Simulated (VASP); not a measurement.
# SiC (F-43m) in VASP: further runs, part 2 of 2

VASP 6.6.1. Earlier steps stand in the parts before.

## 3. Single point, PBEsol (strained)

Input file INCAR:

```
PREC = Accurate
ENCUT = 520
EDIFF = 1E-6
ISMEAR = 0
SIGMA = 0.02
LREAL = False
LASPH = True
NELM = 60
ALGO = Normal
ISIF = 2
LWAVE = False
LCHARG = False
GGA = PS
NBANDS = 11
```

Input file KPOINTS:

```
Automatic mesh
0
Gamma
  12 12 12
```

Input file POSCAR:

```
SiC
1.0
    0.0000000000      2.1676084400      2.1676084400
    2.1676084400      0.0000000000      2.1676084400
    2.1676084400      2.1676084400      0.0000000000
Si C
1 1
Direct
    0.0000000000      0.0000000000      0.0000000000
    0.7500000000      0.7500000000      0.7500000000
```

Potentials or basis: VASP PAW PBE potentials, release 64 (Si, C).

Run with:

```console
cat potpaw_PBE.64/Si/POTCAR potpaw_PBE.64/C/POTCAR > POTCAR
mpirun -np 1 vasp_std > vasp.out
```

OUTCAR:

```text
PREC = Accurate
   ENCUT = 520
   EDIFF = 1E-6
   ISMEAR = 0
   LREAL = False
   LASPH = True
   NELM = 60
   ISIF = 2
   GGA = PS

 ion  position               nearest neighbor table
   1  0.000  0.000  0.000-   2 1.88   2 1.88   2 1.88   2 1.88
   2  0.750  0.750  0.750-   1 1.88   1 1.88   1 1.88   1 1.88

  LATTYP: Found a face centered cubic cell.
 ALAT       =     4.3352168800

  Lattice vectors:

 A1 = (   0.0000000000,   2.1676084400,   2.1676084400)
 A2 = (   2.1676084400,   0.0000000000,   2.1676084400)
 A3 = (   2.1676084400,   2.1676084400,   0.0000000000)

Analysis of symmetry for initial positions (statically):
=====================================================================
 Subroutine PRICEL returns:
 Original cell was already a primitive cell.

 Routine SETGRP: Setting up the symmetry group for a
 face centered cubic supercell.

 Subroutine GETGRP returns: Found 24 space group operations
 (whereof 24 operations were pure point group operations)
 out of a pool of 48 trial point group operations.

The static configuration has the point symmetry T_d .

Analysis of symmetry for dynamics (positions and initial velocities):
=====================================================================
 Subroutine PRICEL returns:
 Original cell was already a primitive cell.

 Routine SETGRP: Setting up the symmetry group for a
 face centered cubic supercell.

 Subroutine GETGRP returns: Found 24 space group operations
 (whereof 24 operations were pure point group operations)
 out of a pool of 48 trial point group operations.

The dynamic configuration has the point symmetry T_d .

 Subroutine INISYM returns: Found 24 space group operations
 (whereof 24 operations are pure point group operations),
 and found     1 'primitive' translations

----------------------------------------------------------------------------------------

                                     Primitive cell

  volume of cell :      20.3691

  direct lattice vectors                    reciprocal lattice vectors
     0.000000000  2.167608440  2.167608440    -0.230668967  0.230668967  0.230668967
     2.167608440  0.000000000  2.167608440     0.230668967 -0.230668967  0.230668967
     2.167608440  2.167608440  0.000000000     0.230668967  0.230668967 -0.230668967

  length of vectors
     3.065461254  3.065461254  3.065461254     0.399530371  0.399530371  0.399530371

  position of ions in fractional coordinates (direct lattice)
     0.000000000  0.000000000  0.000000000
     0.750000000  0.750000000  0.750000000

  ion indices of the primitive-cell ions
   primitive index   ion index
                 1           1
                 2           2

----------------------------------------------------------------------------------------

 KPOINTS: Automatic mesh

Automatic generation of k-mesh.
 Grid dimensions read from file:
 generate k-points for:   12   12   12

 Generating k-lattice:

  Cartesian coordinates                     Fractional coordinates (reciprocal lattice)
    -0.019222414  0.019222414  0.019222414     0.083333333  0.000000000  0.000000000
     0.019222414 -0.019222414  0.019222414     0.000000000  0.083333333  0.000000000
     0.019222414  0.019222414 -0.019222414     0.000000000  0.000000000  0.083333333

  Length of vectors
     0.033294198  0.033294198  0.033294198

  Shift w.r.t. Gamma in fractional coordinates (k-lattice)
     0.000000000  0.000000000  0.000000000

 Subroutine IBZKPT returns following result:
 ===========================================

 Found     72 irreducible k-points:

 Following reciprocal coordinates:
            Coordinates               Weight
  0.000000  0.000000  0.000000      1.000000
  0.083333  0.000000  0.000000      8.000000
  0.166667  0.000000  0.000000      8.000000
  0.250000  0.000000  0.000000      8.000000
  0.333333  0.000000  0.000000      8.000000
  0.416667  0.000000  0.000000      8.000000
[... 16 lines left out ...]
  0.500000  0.166667  0.000000     24.000000
 -0.416667  0.166667  0.000000     24.000000
 [... further k-points ...]
   k-points           NKPTS =     72   k-points in BZ     NKDIM =     72   number of bands    NBANDS=     11
   number of dos      NEDOS =    301   number of ions     NIONS =      2
   total plane-waves  NPLWV =  13824
   dimension x,y,z NGX =    24 NGY =   24 NGZ =   24
   dimension x,y,z NGXF=    48 NGYF=   48 NGZF=   48
   ions per type =               1   1
   NGX,Y,Z   is equivalent  to a cutoff of  13.02, 13.02, 13.02 a.u.
   NGXF,Y,Z  is equivalent  to a cutoff of  26.03, 26.03, 26.03 a.u.
 SYSTEM =  unknown system
   PREC   = accura    normal or accurate (medium, high low for compatibility)
   ISTART =      0    job   : 0-new  1-cont  2-samecut
   ICHARG =      2    charge: 1-file 2-atom 10-const
   ISPIN  =      1    spin polarized calculation?
   LNONCOLLINEAR =      F non collinear calculations
   LSORBIT =      F    spin-orbit coupling
   LASPH  =      T    aspherical Exc in radial PAW
   ENCUT  =  520.0 eV  38.22 Ry    6.18 a.u.   5.70  5.70  5.70*2*pi/ulx,y,z
   NELM   =     60;   NELMIN=  2; NELMDL= -5     # of ELM steps
   EDIFF  = 0.1E-05   stopping-criterion for ELM
   LREAL  =      F    real-space projection
   EDIFFG = 0.1E-04   stopping-criterion for IOM
   NSW    =      0    number of steps for IOM
   IBRION =     -1    ionic relax: 0-MD 1-quasi-New 2-CG
   NFREE  =      0    steps in history (QN), initial steepest desc. (CG)
   ISIF   =      2    stress and relaxation
   ISYM   =      2    0-nonsym 1-usesym 2-fastsym
   POTIM  = 0.5000    time-step for ionic-motion
   TEBEG  =    0.0;   TEEND  =   0.0 temperature during run
   PSTRESS=    0.0 pullay stress
   NELECT =       8.0000    total number of electrons
   NUPDOWN=      -1.0000    fix difference up-down
   EMIN   =  10.00;   EMAX   =-10.00  energy-range for DOS
   EFERMI =   0.00;   METHOD = LEGACY
   ISMEAR =     0;   SIGMA  =   0.02  broadening in eV -4-tet -1-fermi 0-gaus
   EFERMI_NEDOS =   21; number of points for ismear=-14 and -15
   IALGO  =     38    algorithm
   IMIX   =      4    mixing-type and parameters
     AMIX     =   0.40;   BMIX     =  1.00
     AMIX_MAG =   1.60;   BMIX_MAG =  1.00
  volume/ion in A,a.u.               =      10.18        68.73
  Fermi-wavevector in a.u.,A,eV,Ry     =   1.198894  2.265580 19.556279  1.437346
  Thomas-Fermi vector in A             =   2.334771
   LORBIT       =      0    0 simple, 1 ext, 2 COOP (PROOUT), +10 PAW based schemes
   GGA     = PS    functional components
   LHFCALC =     F    Hartree Fock is set to
   AEXX    =    0.0000 exact exchange contribution
   IVDW    =     0    specifies the selected vdW correction
   LEPSILON=     F    determine dielectric tensor
   LRPA    =     F    only Hartree local field effects (RPA)
 non-spin polarized calculation
 Gauss-broadening in eV      SIGMA  =   0.02
  energy-cutoff  :      520.00
  volume of cell :       20.37
 maximum number of plane-waves:       568
   NGX = 11   NGY = 11   NGZ = 11

 number of electron       8.0000000 magnetization

 Free energy of the ion-electron system (eV)
  ---------------------------------------------------
  ext. energy  EPLUGINS =         0.00000000
  ---------------------------------------------------
  free energy    TOTEN  =       -15.91112830 eV

  energy without entropy =      -15.91112830  energy(sigma->0) =      -15.91112830

 E-fermi :   8.3915     XC(G=0): -11.5728

 val. band max:        8.2339706802   @ k =   0.0000   0.0000   0.0000
 cond. band min:       9.4534494498   @ k =   0.5000   0.5000   0.0000
 fundamental gap:      1.2194787696
 Fermi energy:         8.3915370112

 k-point     1 :       0.0000    0.0000    0.0000
  band No.  band energies     occupation
      1      -7.3145      2.00000
      2       8.2340      2.00000
      3       8.2340      2.00000
      4       8.2340      2.00000
      5      14.6042      0.00000
      6      15.5856      0.00000
      7      15.5856      0.00000
      8      15.5856      0.00000
      9      22.7829      0.00000
     10      22.7829      0.00000
     11      24.7409      0.00000
[... 309 lines left out ...]
 k-point    24 :      -0.4167    0.1667    0.0000
  band No.  band energies     occupation
      1      -3.3248      2.00000
      2       0.0927      2.00000
      3       5.1044      2.00000
      4       6.7027      2.00000
      5      13.3287      0.00000
      6      16.0125      0.00000
      7      16.7774      0.00000
      8      19.4864      0.00000
      9      22.9503      0.00000
     10      23.6880      0.00000
     11      26.4281      0.00000

 [... further k-points ...]

------------------------ aborting loop because EDIFF is reached ----------------------------------------

  FORCE on cell =-STRESS in cart. coord.  units (eV):
  Direction    XX          YY          ZZ          XY          YZ          ZX
  --------------------------------------------------------------------------------------
  -------------------------------------------------------------------------------------
  Total        0.4789886      0.4789886      0.4789886     -0.0000000      0.0000000     -0.0000000
  in kB       37.6758657     37.6758657     37.6758657     -0.0000000      0.0000000     -0.0000000
  external PRESSURE =      37.6758657 kB  Pullay stress =       0.0000000 kB

 VOLUME and BASIS-vectors are now :
 -----------------------------------------------------------------------------
  energy-cutoff  :      520.00
  volume of cell :       20.37
      direct lattice vectors                 reciprocal lattice vectors
     0.000000000  2.167608440  2.167608440    -0.230668967  0.230668967  0.230668967
     2.167608440  0.000000000  2.167608440     0.230668967 -0.230668967  0.230668967
     2.167608440  2.167608440  0.000000000     0.230668967  0.230668967 -0.230668967

 POSITION                                       TOTAL-FORCE (eV/Angst)
 -----------------------------------------------------------------------------------
      0.00000      0.00000      0.00000         0.000000     -0.000000     -0.000000
      3.25141      3.25141      3.25141        -0.000000      0.000000      0.000000
 -----------------------------------------------------------------------------------
    total drift:                               -0.000000     -0.000000     -0.000000

  FREE ENERGIE OF THE ION-ELECTRON SYSTEM (eV)
  ---------------------------------------------------
  free  energy   TOTEN  =       -15.9111282985 eV

  energy  without entropy=      -15.9111282985  energy(sigma->0) =      -15.91112830
```

stdout:

```text
POSCAR found type information on POSCAR SiC
 POSCAR found :  2 types and       2 ions
 scaLAPACK will be used
 -----------------------------------------------------------------------------
|                                                                             |
|                                                                             |
|     You enforced a specific xc type in the INCAR file but a different       |
|     I HOPE YOU KNOW WHAT YOU ARE DOING!                                     |
|                                                                             |
 -----------------------------------------------------------------------------

 LDA part: xc-table for (Slater+PW92), standard interpolation
 POSCAR, INCAR and KPOINTS ok, starting setup
 FFT: planning ... GRIDC
 FFT: planning ... GRID_SOFT
 FFT: planning ... GRID
 WAVECAR not read
 entering main loop
```

Run time: 7 s. Hardware: 1 thread of Intel Xeon 6975P-C, shared host; peak memory 0.14 GiB.

Results:

```
Free energy            : -15.9111 eV
Pressure               : 3.8 GPa
Band gap on the k mesh : 1.22 eV, indirect (least direct gap 4.46 eV)
```

Levels at points of the mesh, in eV from the valence-band top:
```
           k point  band 1  band 2  band 3  band 4  band 5  band 6  band 7  band 8
(0.00, 0.00, 0.00)  -15.55    0.00    0.00    0.00    6.37    7.35    7.35    7.35
(0.50, 0.00, 0.00)  -11.88   -8.69   -1.06   -1.06    5.52    7.20    7.20   10.00
(0.50, 0.50, 0.00)  -10.41   -7.88   -3.24   -3.24    1.22    4.25   14.14   14.14
```

Caveat: the cell differs from its parent crystal (strained); the PAW data sets were made with another functional, which shifts forces and pressure a little.

## 4. Single point, PBEsol (strained)

Input file INCAR:

```
SYSTEM = SiC
ALGO     = Normal         ! electronic algorithm
EDIFF    = 1E-6           ! SCF threshold, eV
ENCUT    = 520            ! plane-wave cutoff, eV
GGA      = PS             ! functional
ISIF     = 2              ! what is computed and relaxed
ISMEAR   = 0              ! smearing method
LASPH    = .True.         ! aspherical terms in the spheres
LCHARG   = .False.        ! write CHGCAR
LREAL    = .False.        ! projectors in reciprocal space
LWAVE    = .False.        ! write WAVECAR
NBANDS   = 11             ! bands
NELM     = 80             ! most SCF steps
PREC     = Accurate       ! precision mode
SIGMA    = 0.02           ! smearing width, eV
```

Input file KPOINTS:

```
k-points
0
Gamma
  12 12 12
  0 0 0
```

Input file POSCAR:

```
SiC
1.0
    0.0000000000      2.1799567600      2.1799567600
    2.1799567600      0.0000000000      2.1799567600
    2.1799567600      2.1799567600      0.0000000000
Si C
1 1
Direct
    0.0000000000      0.0000000000      0.0000000000
    0.7500000000      0.7500000000      0.7500000000
```

Run with:

```console
cat potpaw_PBE.64/Si/POTCAR potpaw_PBE.64/C/POTCAR > POTCAR
mpirun -np 1 vasp_std > vasp.out
```

It took 8 s on 1 thread of Intel Xeon 6975P-C, shared host; peak memory 0.14 GiB.

Results (log left out):

```yaml
Free_energy: -15.9151 eV
Pressure: -0.1 GPa
Band_gap_on_the_k_mesh: 1.24 eV, indirect (least direct gap 4.44 eV)
```

Levels at points of the mesh, in eV from the valence-band top:
```csv
k point,band 1,band 2,band 3,band 4,band 5,band 6,band 7,band 8
"(0.00, 0.00, 0.00)",-15.41,0.00,0.00,0.00,6.17,7.23,7.23,7.23
"(0.50, 0.00, 0.00)",-11.81,-8.59,-1.06,-1.06,5.36,7.13,7.13,9.91
"(0.50, 0.50, 0.00)",-10.35,-7.83,-3.21,-3.21,1.24,4.19,13.94,13.94
```

Caveat: the cell differs from its parent crystal (strained); the PAW data sets were made with another functional, which shifts forces and pressure a little.

## 5. Single point, PBEsol (strained)

Input file INCAR:

```
PREC = Accurate
ENCUT = 520
EDIFF = 1E-7
ISMEAR = 0
SIGMA = 0.02
LREAL = False
LASPH = True
NELM = 100
ALGO = Normal
ISIF = 2
LWAVE = False
LCHARG = True
GGA = PS
LELF = True
LVHAR = True
NBANDS = 11
```

Input file KPOINTS:

```
regular mesh
0
Gamma
  12 12 12
```

Input file POSCAR:

```
SiC
1.0
    0.0000000000      2.1916094000      2.1916094000
    2.1916094000      0.0000000000      2.1916094000
    2.1916094000      2.1916094000      0.0000000000
Si C
1 1
Direct
    0.0000000000      0.0000000000      0.0000000000
    0.7500000000      0.7500000000      0.7500000000
```

Run with:

```console
cat potpaw_PBE.64/Si/POTCAR potpaw_PBE.64/C/POTCAR > POTCAR
mpirun -np 1 vasp_std > vasp.out
```

Run time: 7.9 s. Hardware: 1 thread of Intel Xeon 6975P-C, shared host; peak memory 0.14 GiB.

Results (log left out):

| Property | Result |
| --- | --- |
| Free energy | -15.9114 eV |
| Pressure | -3.5 GPa |
| Band gap on the k mesh | 1.25 eV, indirect (least direct gap 4.43 eV) |

Levels at points of the mesh, in eV from the valence-band top:
| k point | band 2 | band 3 | band 4 | band 5 | band 6 | band 7 |
| --- | --- | --- | --- | --- | --- | --- |
| (0.00, 0.00, 0.00) | 0.00 | 0.00 | 0.00 | 5.99 | 7.12 | 7.12 |
| (0.50, 0.00, 0.00) | -8.50 | -1.05 | -1.05 | 5.22 | 7.07 | 7.07 |
| (0.50, 0.50, 0.00) | -7.78 | -3.18 | -3.18 | 1.25 | 4.14 | 13.75 |

Caveat: the cell differs from its parent crystal (strained); the PAW data sets were made with another functional, which shifts forces and pressure a little.

## 6. The runs side by side

```tsv
cell	gap on the mesh (eV)	pressure (GPa)
a = 3.068 Å, angles 60.0°, 2 atoms	1.22	3.3
a = 3.065 Å, angles 60.0°, 2 atoms	1.22	3.8
a = 3.083 Å, angles 60.0°, 2 atoms	1.24	-0.1
a = 3.099 Å, angles 60.0°, 2 atoms	1.25	-3.5
```

Alike in all rows: task single point; level PBEsol; potentials or basis VASP PAW PBE potentials, release 64 (Si, C); no spin polarisation; k mesh 12 × 12 × 12; cutoff (eV) 520; smearing gaussian 0.02 eV.

Caveats: the PAW data sets were made with another functional, which shifts forces and pressure a little.

Total energies depend on the potentials used, so only differences within one code and one set of settings carry meaning.
